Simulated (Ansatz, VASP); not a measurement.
# Two plane-wave programs on SnO

```
Sn O
1.0
     3.23922    0.00000    0.00000
     0.00000    5.47829    0.00000
     0.00000    0.00000    4.07627
Sn O
2 2
Direct
  0.00000 0.23191 0.51314
  0.50000 0.76809 0.01314
  0.00000 0.89125 0.73686
  0.50000 0.10875 0.23686
```

Alike in both runs: task single point; functional PBE; k mesh 8 × 6 × 8; occupations gaussian, width 0.05 eV; no spin polarisation.

|  | VASP | Ansatz |
| --- | --- | --- |
| version | VASP 6.6.1 | Ansatz 0.2.0 |
| potentials or method | VASP PAW PBE potentials, release 64 (Sn_d, O), cutoff 520 eV | scalar-relativistic, plane waves, PAW |
| valence electrons in the cell | 40 | 40 |

Ansatz gave:

* gap on the k mesh at the Fermi level (eV): 1.24
* pressure (GPa): 10.4
* traceless stress, the component that is largest in VASP (GPa): -1.75
* rms of the force components (eV/Å): 0.664

Question: What did VASP give for the same quantities?

Answer: gap on the k mesh at the Fermi level (eV): 1.23; pressure (GPa): 10.7; traceless stress, the component that is largest in VASP (GPa): -1.83; rms of the force components (eV/Å): 0.708.

Atom by atom the forces differ by 0.044 eV/Å (rms over components). The functional is the same, so the differences come from potentials, cutoffs and numerics.
